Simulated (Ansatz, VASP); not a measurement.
# Two plane-wave programs on InAs

```
In As
1.0
     0.00000    2.84565    2.84565
     2.84565    0.00000    2.84565
     2.84565    2.84565    0.00000
In As
1 1
Direct
  0.50000 0.50000 0.50000
  0.00000 0.00000 0.00000
```

Alike in both runs: task single point; functional PBEsol; k mesh 12 × 12 × 12; occupations gaussian, width 0.1 eV; no spin polarisation.

|  | VASP | Ansatz |
| --- | --- | --- |
| version | VASP 6.6.1 | Ansatz 0.2.0 |
| potentials or method | VASP PAW PBE potentials, release 64 (In_d, As), cutoff 500 eV | scalar-relativistic, plane waves, PAW |
| valence electrons in the cell | 18 | 28 |

|  | VASP | Ansatz | Ansatz less VASP |
| --- | --- | --- | --- |
| gap on the k mesh at the Fermi level (eV) | none | none | - |
| pressure (GPa) | -1.3 | -1.4 | -0.11 |

VASP's potentials were made for PBE, not for PBEsol. A gap of «none» marks a metal or a gap that the smearing closes. With one functional, cell and mesh, what is left measures potentials, basis and numerics. VASP's potentials hold 18 valence electrons a cell and Ansatz's 28, so a difference there can come from the potentials and not from the codes.
